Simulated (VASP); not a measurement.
ZnO, 4 atoms in the cell. It takes space group P6_3mc (No. 186, hexagonal). The conventional cell has a = 3.279 Å, b = 3.279 Å, c = 5.293 Å, α = 90.00°, β = 90.00°, γ = 120.00°. Within 2.6 Å of Zn (site symmetry 3m) lie 4 O at 2.00 to 2.01 Å. O (site symmetry 3m) has 4 Zn at 2.00 to 2.01 Å within 2.6 Å. 

| Quantity | Value |
| --- | --- |
| Program | VASP 6.6.1 |
| Task | single point |
| Functional | PBE |
| Potentials or basis | VASP PAW PBE potentials, release 64 (Zn, O) |
| Cutoff | 520 eV |
| k mesh | 12 × 12 × 6 |
| Occupations | gaussian, width 0.05 eV |
| Spin | no spin polarisation |
| Dipole correction | no |
| Further INCAR settings | ALGO = Normal; EDIFF = 1e-07; NBANDS = 26 |

Potentials or basis: VASP PAW PBE potentials, release 64 (Zn, O).

Command:

```bash
$ cat potpaw_PBE.64/Zn/POTCAR potpaw_PBE.64/O/POTCAR > POTCAR
$ mpirun -np 1 vasp_std > vasp.out
```

Hardware: 1 thread of Intel(R) Xeon(R) 6975P-C (Granite Rapids), with other jobs on the host.

How long does it take, and how much memory?

Run time: 32 s on 1 thread of Intel(R) Xeon(R) 6975P-C (Granite Rapids), with other jobs on the host, peak memory 0.21 GiB. Counts: scf iterations 17, k points 76.
